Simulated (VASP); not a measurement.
Write the native input for VASP 6.6.1 that does the following.

```
Task                   : single point
Functional             : PBE
Potentials or basis    : VASP PAW PBE potentials, release 64 (Hf_pv)
Cutoff                 : 520 eV
k mesh                 : 13 × 8 × 8
Occupations            : fermi-dirac, width 0.05 eV
Spin                   : no spin polarisation
Dipole correction      : no
Further INCAR settings : ALGO = Normal; EDIFF = 1e-06; NBANDS = 28
```

The structure of Hf lies in POSCAR:

```
Hf
1.0
   -1.6015984961      2.7740499685      0.0000000000
    0.0000000000      0.0000000000      5.0702495496
    4.8047954882      2.7740499686      0.0000000000
Hf
4
Direct
    0.5000000000      0.2500000000      0.1666666670
    0.0000000000      0.2500000000      0.6666666670
    0.0000000000      0.7500000000      0.3333333330
    0.5000000000      0.7500000000      0.8333333330
```

One way to write it, as run:

INCAR

```
SYSTEM = Hf
PREC = Accurate
ENCUT = 520
EDIFF = 1E-6
ISMEAR = -1
SIGMA = 0.05
LREAL = .False.
LASPH = .True.
NELM = 60
ALGO = Normal
ISIF = 2
LWAVE = .False.
LCHARG = .False.
GGA = PE
NBANDS = 28
```

KPOINTS

```
regular mesh
0
Gamma
  13 8 8
  0 0 0
```

Potentials or basis: VASP PAW PBE potentials, release 64 (Hf_pv).

Command:

```sh
$ cat potpaw_PBE.64/Hf_pv/POTCAR > POTCAR
$ mpirun -np 1 vasp_std > vasp.out
```

Results of the run:

```yaml
Pressure: -0.4 GPa
Largest_force: 0.003 eV/Å
Band_gap_on_the_k_mesh: zero (bands 20 and 21 overlap by 1.43 eV)
```

Caveat: spin-orbit coupling is left out, which moves the levels of the heavy elements.

Wall time 4.2 min on 1 thread of Intel(R) Xeon(R) Platinum 8259CL CPU @ 2.50GHz (Skylake/Cascade Lake), on a shared host, peak memory 0.43 GiB.
